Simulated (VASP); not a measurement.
Runs of VASP 6.6.1 on SiF. The structure is that of space group Pm-3m (No. 221), or close to it. The cells are those of the table. 

```tsv
task	level	cell	cutoff (eV)	screening parameter	gap on the mesh (eV)	pressure (GPa)	relaxed volume (Å³/atom)
single point	PBE0	a = 3.002 Å, 2 atoms	520	-	none	-0.3	-
relaxation of cell and atoms	PBE0	relaxed from a = 3.029 Å, 2 atoms	600	-	none	0.0	(a)
relaxation of cell and atoms	PBEsol-based global hybrid with 25 % exact exchange	relaxed from a = 3.029 Å, 2 atoms	600	-	none	0.0	13.08
single point	PBEsol-based global hybrid with 25 % exact exchange	a = 2.973 Å, 2 atoms	520	-	none	-0.3	-
relaxation of cell and atoms	PBE-based screened hybrid with 25 % exact exchange	relaxed from a = 3.029 Å, 2 atoms	600	0.3 1/Å	none	-0.1	13.58
```

Alike in all rows: potentials or basis VASP PAW PBE potentials, release 64 (Si, F); no spin polarisation; k mesh 5 × 5 × 5; smearing fermi-dirac 0.05 eV.

**Question.** Fill in the values left out.

**Answer.** (a) 13.47.

Caveats: all runs use coarse meshes; the PAW data sets were made with another functional, which shifts forces and pressure a little; an odd number of electrons without spin polarisation forces a metal; a magnetic or distorted state may lie lower.

A gap of «none» marks levels without a gap at the run's occupations.
